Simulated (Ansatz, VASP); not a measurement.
# Two plane-wave programs on Si

File INCAR:

```
SYSTEM = Si
PREC = Accurate
ENCUT = 520
EDIFF = 1E-6
ISMEAR = -1
SIGMA = 0.1
LREAL = .False.
LASPH = .True.
NELM = 100
ALGO = Normal
ISIF = 2
LWAVE = .False.
LCHARG = .False.
GGA = B5
ALDAX = 1.0
AGGAX = 1.0
AGGAC = 1.0
ALDAC = 0.0
NBANDS = 8
```

Contents of KPOINTS:

```
regular mesh
0
Gamma
  15 15 15
  0 0 0
```

The input POSCAR:

```
Si
1.0
    0.0000000000      1.9693812286      1.9693812286
    1.9693812286      0.0000000000      1.9693812286
    1.9693812286      1.9693812286      0.0000000000
Si
1
Direct
    0.0000000000      0.0000000000      0.0000000000
```

Input for Ansatz:

```yaml
crystal:
  lattice:
    - [0.0, 1.9693812286, 1.9693812286]
    - [1.9693812286, 0.0, 1.9693812286]
    - [1.9693812286, 1.9693812286, 0.0]
  atoms:
    - { symbol: Si, position: [0.0, 0.0, 0.0] }
hamiltonian:
  xc: blyp
  pseudopotentials:
    kind: paw
    azcp:
      Si: "pseudopotentials/Si.paw.azcp"
basis:
  ecutwfc: 420
  fft_grid_basis: typed
kpoints:
  mp_grid: { grid: [15, 15, 15], shift: [0, 0, 0] }
magnetization:
  spin_polarized: false
scf:
  occupations: { method: fermi_dirac, width: 0.1 }
  lower_state_search: "off"
output:
  stress: true
```

Alike in both runs: task single point; functional BLYP; k mesh 15 × 15 × 15; occupations fermi-dirac, width 0.1 eV; no spin polarisation.

|  | VASP | Ansatz |
| --- | --- | --- |
| version | VASP 6.6.1 | Ansatz 0.2.0 |
| potentials or method | VASP PAW PBE potentials, release 64 (Si), cutoff 520 eV | plane waves (420 eV) with PAW, scalar-relativistic |
| valence electrons in the cell | 4 | 4 |

```tsv
	VASP	Ansatz	Ansatz less VASP
pressure (GPa)	5.5	5.0	-0.44
```

VASP's potentials were made for PBE, not for BLYP.
